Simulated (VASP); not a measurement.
The system is Sn2Te3Pt.

```
CELL_PARAMETERS angstrom
6.36859 0.00000 0.00000
0.00000 6.36859 0.00000
0.00000 0.00000 5.27128
ATOMIC_POSITIONS crystal
Sn 0.00000 0.50000 0.50000
Sn 0.50000 0.00000 0.50000
Te 0.00000 0.00000 0.50000
Te 0.50000 0.50000 0.00000
Te 0.00000 0.00000 0.00000
Pt 0.50000 0.50000 0.50000
```

| Quantity | Value |
| --- | --- |
| Program | VASP 6.6.1 |
| Task | relaxation of cell and atoms |
| Functional | PBE |
| Potentials or basis | VASP PAW PBE potentials, release 64 (Sn_d, Te, Pt) |
| Cutoff | 600 eV |
| k mesh | 4 × 4 × 4 |
| Occupations | gaussian, width 0.1 eV |
| Spin | no spin polarisation |

At the start: pressure -0.1 GPa; volume 35.63 Å³/atom.

Question: How do energy, volume and symmetry change on relaxing?

Answer: Over 7 steps the energy falls by 187.5 meV/atom and the volume is 32.22 Å³/atom (-9.6 %); space group P4/mmm (No. 123, to 0.05 Å).

The path:
```tsv
step	energy change (eV)	largest force (eV/Å)	pressure (GPa)	volume (Å³)
1	0.0000	0.0000	-0.11	213.80
2	-0.9328	0.0000	-2.97	211.55
3	-0.9370	0.0000	-3.03	211.38
4	-1.1128	0.0000	0.32	191.25
5	-1.1183	0.0000	-0.27	193.91
6	-1.1249	0.0000	0.05	193.17
7	-1.1251	0.0000	-0.01	193.29
```

Final structure:
```xyz
6
Lattice="5.8241 0.0000 0.0000 0.0000 5.8241 0.0000 0.0000 0.0000 5.6984" Properties=species:S:1:pos:R:3 pbc="T T T"
Sn    0.0000    2.9121    2.8492
Sn    2.9121    0.0000    2.8492
Te    0.0000    0.0000    2.8492
Te    2.9121    2.9121    0.0000
Te    0.0000    0.0000    0.0000
Pt    2.9121    2.9121    2.8492
```
